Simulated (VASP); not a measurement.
# SnO2 (I4_1/amd) in VASP: notebook

Runs on SnO2. Level: PBEsol. Tasks: single point, relaxation of shape and atoms at fixed volume.

Everything below comes from runs of VASP 6.6.1. Logs are shortened: lines on timing, memory, paths and dates and some standing lists are left out, and cuts for length are marked.

### 1 The cell of the first run

The structure is tetragonal, space group I4_1/amd (No. 141). Conventional cell: a = 4.047 Å, b = 4.047 Å, c = 10.374 Å, α = 90.00°, β = 90.00°, γ = 90.00°. Sn (site symmetry -4m2) has 6 O at 2.08 to 2.09 Å within 2.8 Å. Within 2.8 Å of O (site symmetry 2mm) lie 3 Sn at 2.08 to 2.09 Å and 2 O at 2.57 Å.

### 2 Single point, PBEsol (14.16 Å³/atom)

Input file INCAR:

```
ALGO     = Normal         # electronic algorithm
EDIFF    = 1E-6           # SCF threshold, eV
ENCUT    = 520            # plane-wave cutoff, eV
GGA      = PS             # functional
ISIF     = 2              # what is computed and relaxed
ISMEAR   = 0              # smearing method
LASPH    = T              # aspherical terms in the spheres
LCHARG   = F              # write CHGCAR
LREAL    = F              # projectors in reciprocal space
LWAVE    = F              # write WAVECAR
NBANDS   = 35             # bands
NELM     = 80             # most SCF steps
PREC     = Accurate       # precision mode
SIGMA    = 0.02           # smearing width, eV
```

Input file KPOINTS:

```
k-points
0
Gamma
  10 10 10
```

Input file POSCAR:

```
SnO2
1.0
   -2.0232934480      2.0232934480      5.1867545205
    2.0232934480     -2.0232934480      5.1867545205
    2.0232934480      2.0232934480     -5.1867545205
Sn O
2 4
Direct
    0.7500000000      0.2500000000      0.5000000000
    0.0000000000      0.0000000000      0.0000000000
    0.7985291058      0.7985291058      0.0000000000
    0.9514708942      0.4514708942      0.5000000000
    0.2014708942      0.2014708942      0.0000000000
    0.5485291058      0.0485291058      0.5000000000
```

Potentials or basis: VASP PAW PBE potentials, release 64 (Sn_d, O).

The run is started by

```bash
> cat potpaw_PBE.64/Sn_d/POTCAR potpaw_PBE.64/O/POTCAR > POTCAR
> mpirun -np 1 vasp_std > vasp.out
```

OUTCAR:

```text
EDIFF = 1E-6
   ENCUT = 520
   GGA = PS
   ISIF = 2
   ISMEAR = 0
   LASPH = T
   LREAL = F
   NELM = 80
   PREC = Accurate

 ion  position               nearest neighbor table
   1  0.750  0.250  0.500-   3 2.08   5 2.08   3 2.08   5 2.08   4 2.09   6 2.09   2 3.29   2 3.29
                             2 3.29   2 3.29
   2  0.000  0.000  0.000-   6 2.08   4 2.08   6 2.08   4 2.08   3 2.09   5 2.09   1 3.29   1 3.29
                             1 3.29   1 3.29
   3  0.799  0.799  0.000-   1 2.08   1 2.08   2 2.09
   4  0.951  0.451  0.500-   2 2.08   2 2.08   1 2.09
   5  0.201  0.201  0.000-   1 2.08   1 2.08   2 2.09
   6  0.549  0.049  0.500-   2 2.08   2 2.08   1 2.09

  LATTYP: Found a body centered tetragonal cell.
 ALAT       =     4.0465868960
 C/A-ratio  =     2.5635206429

  Lattice vectors:

 A1 = (  -2.0232934480,   2.0232934480,   5.1867545205)
 A2 = (   2.0232934480,  -2.0232934480,   5.1867545205)
 A3 = (   2.0232934480,   2.0232934480,  -5.1867545205)

Analysis of symmetry for initial positions (statically):
=====================================================================
 Subroutine PRICEL returns:
 Original cell was already a primitive cell.

 Routine SETGRP: Setting up the symmetry group for a
 body centered tetragonal supercell.

 Subroutine GETGRP returns: Found 16 space group operations
 (whereof  8 operations were pure point group operations)
 out of a pool of 16 trial point group operations.

The static configuration has the point symmetry D_2d.
 The point group associated with its full space group is D_4h.

Analysis of symmetry for dynamics (positions and initial velocities):
=====================================================================
 Subroutine PRICEL returns:
 Original cell was already a primitive cell.

 Routine SETGRP: Setting up the symmetry group for a
 body centered tetragonal supercell.

 Subroutine GETGRP returns: Found 16 space group operations
 (whereof  8 operations were pure point group operations)
 out of a pool of 16 trial point group operations.

The dynamic configuration has the point symmetry D_2d.
 The point group associated with its full space group is D_4h.

 Subroutine INISYM returns: Found 16 space group operations
 (whereof  8 operations are pure point group operations),
 and found     1 'primitive' translations

----------------------------------------------------------------------------------------

                                     Primitive cell

  volume of cell :      84.9324

  direct lattice vectors                    reciprocal lattice vectors
    -2.023293448  2.023293448  5.186754521     0.000000000  0.247121840  0.096399395
     2.023293448 -2.023293448  5.186754521     0.247121840  0.000000000  0.096399395
     2.023293448  2.023293448 -5.186754521     0.247121840  0.247121840  0.000000000

  length of vectors
     5.923669066  5.923669066  5.923669066     0.265258454  0.265258454  0.349483058

  position of ions in fractional coordinates (direct lattice)
     0.750000000  0.250000000  0.500000000
     0.000000000  0.000000000  0.000000000
     0.798529106  0.798529106  0.000000000
     0.951470894  0.451470894  0.500000000
     0.201470894  0.201470894  0.000000000
     0.548529106  0.048529106  0.500000000

  ion indices of the primitive-cell ions
   primitive index   ion index
                 1           1
                 2           2
                 3           3
                 4           4
                 5           5
                 6           6

----------------------------------------------------------------------------------------

 KPOINTS: k-points

Automatic generation of k-mesh.
 Grid dimensions read from file:
 generate k-points for:   10   10   10

 Generating k-lattice:

  Cartesian coordinates                     Fractional coordinates (reciprocal lattice)
     0.000000000  0.024712184  0.009639940     0.100000000  0.000000000 -0.000000000
     0.024712184  0.000000000  0.009639940     0.000000000  0.100000000 -0.000000000
     0.024712184  0.024712184  0.000000000     0.000000000  0.000000000  0.100000000

  Length of vectors
     0.026525845  0.026525845  0.034948306

  Shift w.r.t. Gamma in fractional coordinates (k-lattice)
     0.000000000  0.000000000  0.000000000

 Subroutine IBZKPT returns following result:
 ===========================================

 Found    102 irreducible k-points:

 Following reciprocal coordinates:
            Coordinates               Weight
  0.000000  0.000000  0.000000      1.000000
  0.100000  0.000000 -0.000000      8.000000
  0.200000  0.000000 -0.000000      8.000000
  0.300000  0.000000 -0.000000      8.000000
  0.400000  0.000000 -0.000000      8.000000
  0.500000  0.000000  0.000000      4.000000
[... 16 lines left out ...]
  0.300000  0.300000 -0.000000      8.000000
  0.400000  0.300000 -0.000000     16.000000
 [... further k-points ...]
   k-points           NKPTS =    102   k-points in BZ     NKDIM =    102   number of bands    NBANDS=     35
   number of dos      NEDOS =    301   number of ions     NIONS =      6
   total plane-waves  NPLWV = 110592
   dimension x,y,z NGX =    48 NGY =   48 NGZ =   48
   dimension x,y,z NGXF=    96 NGYF=   96 NGZF=   96
   ions per type =               2   4
   NGX,Y,Z   is equivalent  to a cutoff of  13.47, 13.47, 13.47 a.u.
   NGXF,Y,Z  is equivalent  to a cutoff of  26.94, 26.94, 26.94 a.u.
 SYSTEM =  unknown system
   PREC   = accura    normal or accurate (medium, high low for compatibility)
   ISTART =      0    job   : 0-new  1-cont  2-samecut
   ICHARG =      2    charge: 1-file 2-atom 10-const
   ISPIN  =      1    spin polarized calculation?
   LNONCOLLINEAR =      F non collinear calculations
   LSORBIT =      F    spin-orbit coupling
   LASPH  =      T    aspherical Exc in radial PAW
   ENCUT  =  520.0 eV  38.22 Ry    6.18 a.u.  11.01 11.01 11.01*2*pi/ulx,y,z
   NELM   =     80;   NELMIN=  2; NELMDL= -5     # of ELM steps
   EDIFF  = 0.1E-05   stopping-criterion for ELM
   LREAL  =      F    real-space projection
   EDIFFG = 0.1E-04   stopping-criterion for IOM
   NSW    =      0    number of steps for IOM
   IBRION =     -1    ionic relax: 0-MD 1-quasi-New 2-CG
   NFREE  =      0    steps in history (QN), initial steepest desc. (CG)
   ISIF   =      2    stress and relaxation
   ISYM   =      2    0-nonsym 1-usesym 2-fastsym
   POTIM  = 0.5000    time-step for ionic-motion
   TEBEG  =    0.0;   TEEND  =   0.0 temperature during run
   PSTRESS=    0.0 pullay stress
   NELECT =      52.0000    total number of electrons
   NUPDOWN=      -1.0000    fix difference up-down
   EMIN   =  10.00;   EMAX   =-10.00  energy-range for DOS
   EFERMI =   0.00;   METHOD = LEGACY
   ISMEAR =     0;   SIGMA  =   0.02  broadening in eV -4-tet -1-fermi 0-gaus
   EFERMI_NEDOS =   21; number of points for ismear=-14 and -15
   IALGO  =     38    algorithm
   IMIX   =      4    mixing-type and parameters
     AMIX     =   0.40;   BMIX     =  1.00
     AMIX_MAG =   1.60;   BMIX_MAG =  1.00
  volume/ion in A,a.u.               =      14.16        95.53
  Fermi-wavevector in a.u.,A,eV,Ry     =   1.390117  2.626941 26.292256  1.932426
  Thomas-Fermi vector in A             =   2.514083
   LORBIT       =      0    0 simple, 1 ext, 2 COOP (PROOUT), +10 PAW based schemes
   GGA     = PS    functional components
   LHFCALC =     F    Hartree Fock is set to
   AEXX    =    0.0000 exact exchange contribution
   IVDW    =     0    specifies the selected vdW correction
   LEPSILON=     F    determine dielectric tensor
   LRPA    =     F    only Hartree local field effects (RPA)
 non-spin polarized calculation
 Gauss-broadening in eV      SIGMA  =   0.02
  energy-cutoff  :      520.00
  volume of cell :       84.93
 maximum number of plane-waves:      2310
 NGX is ok and might be reduce to    48
   NGX = 21   NGY = 21   NGZ = 21

 number of electron      51.9999999 magnetization

 Free energy of the ion-electron system (eV)
  ---------------------------------------------------
  ext. energy  EPLUGINS =         0.00000000
  ---------------------------------------------------
  free energy    TOTEN  =       -39.19992619 eV

  energy without entropy =      -39.19992619  energy(sigma->0) =      -39.19992619

 E-fermi :   3.6413     XC(G=0): -10.3634

 val. band max:        3.5530428133   @ k =  -0.4000   0.4000   0.0000
 cond. band min:       4.8318616818   @ k =   0.0000   0.0000   0.0000
 fundamental gap:      1.2788188685
 Fermi energy:         3.6413094941

 k-point     1 :       0.0000    0.0000    0.0000
  band No.  band energies     occupation
      1     -16.7174      2.00000
      2     -16.6855      2.00000
      3     -16.5627      2.00000
      4     -16.0924      2.00000
      5     -15.9873      2.00000
      6     -15.9873      2.00000
[... 27 lines left out ...]
     34      15.4200      0.00000
     35      15.4219      0.00000

 k-point     2 :       0.1000    0.0000   -0.0000
  band No.  band energies     occupation
      1     -16.7362      2.00000
      2     -16.6362      2.00000
      3     -16.5520      2.00000
      4     -16.0953      2.00000
      5     -15.9895      2.00000
      6     -15.9850      2.00000
[... 27 lines left out ...]
     34      15.0474      0.00000
     35      15.2502      0.00000

 k-point     3 :       0.2000    0.0000   -0.0000
  band No.  band energies     occupation
      1     -16.7437      2.00000
      2     -16.5741      2.00000
      3     -16.4971      2.00000
      4     -16.1030      2.00000
      5     -15.9949      2.00000
      6     -15.9791      2.00000
[... 27 lines left out ...]
     34      14.6000      0.00000
     35      14.8836      0.00000

 k-point     4 :       0.3000    0.0000   -0.0000
  band No.  band energies     occupation
      1     -16.7433      2.00000
      2     -16.5389      2.00000
      3     -16.3950      2.00000
      4     -16.1119      2.00000
      5     -16.0011      2.00000
      6     -15.9710      2.00000
[... 27 lines left out ...]
     34      14.5533      0.00000
     35      14.9582      0.00000

 k-point     5 :       0.4000    0.0000   -0.0000
  band No.  band energies     occupation
      1     -16.7425      2.00000
      2     -16.5140      2.00000
      3     -16.3102      2.00000
      4     -16.1178      2.00000
      5     -16.0057      2.00000
      6     -15.9612      2.00000
[... 638 lines left out ...]
 k-point    22 :      -0.2000    0.2000    0.0000
  band No.  band energies     occupation
      1     -16.6576      2.00000
      2     -16.5346      2.00000
      3     -16.4196      2.00000
      4     -16.1791      2.00000
      5     -15.9961      2.00000
      6     -15.9616      2.00000
[... 27 lines left out ...]
     34      14.3664      0.00000
     35      14.9401      0.00000

 k-point    23 :       0.3000    0.3000   -0.0000
  band No.  band energies     occupation
      1     -16.6362      2.00000
      2     -16.5158      2.00000
      3     -16.2325      2.00000
      4     -16.0584      2.00000
      5     -16.0147      2.00000
      6     -15.9350      2.00000
[... 27 lines left out ...]
     34      14.5184      0.00000
     35      15.6419      0.00000

 k-point    24 :       0.4000    0.3000   -0.0000
  band No.  band energies     occupation
      1     -16.5901      2.00000
      2     -16.4769      2.00000
      3     -16.1907      2.00000
      4     -16.0671      2.00000
      5     -16.0146      2.00000
      6     -15.9162      2.00000
[... 27 lines left out ...]
     34      14.5892      0.00000
     35      15.8827      0.00000

 [... further k-points ...]

------------------------ aborting loop because EDIFF is reached ----------------------------------------

  FORCE on cell =-STRESS in cart. coord.  units (eV):
  Direction    XX          YY          ZZ          XY          YZ          ZX
  --------------------------------------------------------------------------------------
  -------------------------------------------------------------------------------------
  Total       -2.0006082     -2.0006082     -1.8560594      0.0000000      0.0000000      0.0000000
  in kB      -37.7397646    -37.7397646    -35.0129750      0.0000000      0.0000000      0.0000000
  external PRESSURE =     -36.8308347 kB  Pullay stress =       0.0000000 kB

 VOLUME and BASIS-vectors are now :
 -----------------------------------------------------------------------------
  energy-cutoff  :      520.00
  volume of cell :       84.93
      direct lattice vectors                 reciprocal lattice vectors
    -2.023293448  2.023293448  5.186754521     0.000000000  0.247121840  0.096399395
     2.023293448 -2.023293448  5.186754521     0.247121840  0.000000000  0.096399395
     2.023293448  2.023293448 -5.186754521     0.247121840  0.247121840  0.000000000

 POSITION                                       TOTAL-FORCE (eV/Angst)
 -----------------------------------------------------------------------------------
      0.00000      2.02329      2.59338        -0.000000     -0.000000      0.000000
      0.00000      0.00000      0.00000        -0.000000     -0.000000      0.000000
      0.00000      0.00000      8.28355         0.000000     -0.000000     -0.025396
      0.00000      2.02329      4.68334        -0.000000      0.000000      0.025396
      0.00000      0.00000      2.08996         0.000000     -0.000000      0.025396
      0.00000      2.02329      0.50342        -0.000000      0.000000     -0.025396
 -----------------------------------------------------------------------------------
    total drift:                               -0.000000     -0.000000      0.000000

  FREE ENERGIE OF THE ION-ELECTRON SYSTEM (eV)
  ---------------------------------------------------
  free  energy   TOTEN  =       -39.1999261922 eV

  energy  without entropy=      -39.1999261922  energy(sigma->0) =      -39.19992619
```

Run time: 5.4 min. Hardware: 1 thread of Intel Xeon 6975P-C (Granite Rapids), shared host; peak memory 0.46 GiB.

Results:

* Free energy: -39.1999 eV
* Pressure: -3.7 GPa
* Largest force: 0.025 eV/Å
* Band gap on the k mesh: 1.28 eV (least direct gap 1.60 eV)

Forces on the atoms (eV/Å):
```
Sn   0.000  0.000  0.000
Sn   0.000  0.000  0.000
O    0.000  0.000 -0.025
O    0.000  0.000  0.025
O    0.000  0.000  0.025
O    0.000  0.000 -0.025
```

Stress tensor (GPa, compression positive):
```
-3.77  0.00  0.00
 0.00 -3.77  0.00
 0.00  0.00 -3.50
```

Caveat: the cell stands under tension; the PAW data sets were made with another functional, which shifts forces and pressure a little; spin-orbit coupling is left out, which moves the levels of the heavy elements. A k mesh can miss the band edges.

### 3 Single point, PBEsol (14.57 Å³/atom)

This run uses another cell than the first one, of 14.57 Å³/atom.

Input file INCAR:

```
SYSTEM = SnO2
  ALGO = Normal
  EDIFF = 1E-6
  ENCUT = 520
  GGA = PS
  ISIF = 2
  ISMEAR = 0
  LASPH = .TRUE.
  LCHARG = .TRUE.
  LELF = .TRUE.
  LREAL = .FALSE.
  LVHAR = .TRUE.
  LWAVE = .FALSE.
  NBANDS = 35
  NELM = 80
  PREC = Accurate
  SIGMA = 0.02
```

Input file KPOINTS:

```
k-points
0
G
  10 10 10
  0 0 0
```

Input file POSCAR:

```
SnO2
1.0
   -2.0420209212      2.0420209212      5.2403670886
    2.0420209212     -2.0420209212      5.2403670886
    2.0420209212      2.0420209212     -5.2403670886
Sn O
2 4
Direct
    0.7500000000      0.2500000000      0.5000000000
    0.0000000000      0.0000000000      0.0000000000
    0.7997671773      0.7997671773      0.0000000000
    0.9502328227      0.4502328227      0.5000000000
    0.2002328227      0.2002328227      0.0000000000
    0.5497671773      0.0497671773      0.5000000000
```

Potentials or basis: VASP PAW PBE potentials, release 64 (Sn_d, O).

The run is started by

```bash
> cat potpaw_PBE.64/Sn_d/POTCAR potpaw_PBE.64/O/POTCAR > POTCAR
> mpirun -np 1 vasp_std > vasp.out
```

Run time: 6.1 min. Hardware: 1 thread of Intel Xeon 6975P-C (Granite Rapids), shared host; peak memory 0.47 GiB.

Results (log left out):

| Property | Result |
| --- | --- |
| Free energy | -39.1165 eV |
| Pressure | -7.3 GPa |
| Largest force | 0.025 eV/Å |
| Band gap on the k mesh | 1.04 eV (least direct gap 1.33 eV) |

Forces in eV/Å, atoms in the order of the input:
```
Sn   0.000  0.000  0.000
Sn   0.000  0.000  0.000
O    0.000  0.000 -0.025
O    0.000  0.000  0.025
O    0.000  0.000  0.025
O    0.000  0.000 -0.025
```

Stress tensor (GPa, compression positive):
```
-7.37  0.00  0.00
 0.00 -7.37  0.00
 0.00  0.00 -7.11
```

Levels at points of the mesh, in eV from the valence-band top:
| k point | band 22 | band 23 | band 24 | band 25 | band 26 | band 27 | band 28 | band 29 | band 30 | band 31 |
| --- | --- | --- | --- | --- | --- | --- | --- | --- | --- | --- |
| (0.00, 0.00, 0.00) | -1.11 | -0.60 | -0.60 | -0.28 | -0.28 | 1.04 | 5.13 | 9.01 | 9.32 | 9.39 |
| (0.50, 0.00, 0.00) | -1.06 | -0.68 | -0.68 | -0.46 | -0.37 | 4.26 | 5.64 | 7.50 | 8.05 | 9.60 |
| (0.50, 0.50, 0.00) | -0.93 | -0.78 | -0.78 | -0.06 | -0.06 | 6.51 | 6.51 | 7.25 | 7.25 | 8.07 |
| (0.50, 0.50, 0.50) | -2.47 | -0.97 | -0.97 | -0.19 | -0.19 | 3.78 | 3.78 | 7.37 | 7.37 | 11.20 |

Caveat: the cell stands under tension; the PAW data sets were made with another functional, which shifts forces and pressure a little; spin-orbit coupling is left out, which moves the levels of the heavy elements.

### 4 Single point, PBEsol (15.12 Å³/atom)

This run uses another cell than the first one, of 15.12 Å³/atom.

Input file INCAR:

```
SYSTEM = SnO2
PREC = Accurate ; ENCUT = 520
EDIFF = 1E-7 ; ISMEAR = 0
SIGMA = 0.02 ; LREAL = .FALSE.
LASPH = .TRUE. ; NELM = 100
ALGO = Normal ; ISIF = 2
LWAVE = .FALSE. ; LCHARG = .TRUE.
GGA = PS ; LELF = .TRUE.
LVHAR = .TRUE. ; NBANDS = 35
```

Input file KPOINTS:

```
Automatic mesh
0
G
  10 10 10
  0 0 0
```

Input file POSCAR:

```
SnO2
1.0
   -2.0690769560      2.0690769560      5.2968249091
    2.0690769560     -2.0690769560      5.2968249091
    2.0690769560      2.0690769560     -5.2968249091
Sn O
2 4
Direct
    0.7500000000      0.2500000000      0.5000000000
    0.0000000000      0.0000000000      0.0000000000
    0.8011607977      0.8011607977      0.0000000000
    0.9488392023      0.4488392023      0.5000000000
    0.1988392023      0.1988392023      0.0000000000
    0.5511607977      0.0511607977      0.5000000000
```

The run is started by

```bash
> cat potpaw_PBE.64/Sn_d/POTCAR potpaw_PBE.64/O/POTCAR > POTCAR
> mpirun -np 1 vasp_std > vasp.out
```

Wall time 7 min (1 thread of Intel Xeon 6975P-C (Granite Rapids), shared host); peak memory 0.47 GiB.

Results (log left out):

* Free energy: -38.9277 eV
* Pressure: -11.1 GPa
* Largest force: 0.025 eV/Å
* Band gap on the k mesh: 0.77 eV (least direct gap 1.01 eV)

Forces in eV/Å, atoms in the order of the input:
```
Sn   0.000  0.000  0.000
Sn   0.000  0.000  0.000
O    0.000  0.000 -0.025
O    0.000  0.000  0.025
O    0.000  0.000  0.025
O    0.000  0.000 -0.025
```

Stress tensor (GPa, compression positive):
```
-11.22   0.00   0.00
  0.00 -11.22   0.00
  0.00   0.00 -10.98
```

Levels at points of the mesh, in eV from the valence-band top:
| k point | band 23 | band 24 | band 25 | band 26 | band 27 | band 28 | band 29 | band 30 |
| --- | --- | --- | --- | --- | --- | --- | --- | --- |
| (0.00, 0.00, 0.00) | -0.57 | -0.57 | -0.24 | -0.24 | 0.77 | 4.90 | 8.89 | 9.17 |
| (0.50, 0.00, 0.00) | -0.64 | -0.63 | -0.41 | -0.37 | 3.91 | 5.34 | 7.31 | 7.77 |
| (0.50, 0.50, 0.00) | -0.75 | -0.75 | -0.07 | -0.07 | 6.08 | 6.08 | 7.04 | 7.04 |
| (0.50, 0.50, 0.50) | -0.94 | -0.94 | -0.16 | -0.16 | 3.53 | 3.53 | 7.28 | 7.28 |

Caveat: the cell stands under tension; semilocal functionals underestimate gaps, and a narrow one can read as zero; the PAW data sets were made with another functional, which shifts forces and pressure a little; spin-orbit coupling is left out, which moves the levels of the heavy elements.

(Continued in part 2 of 2.)
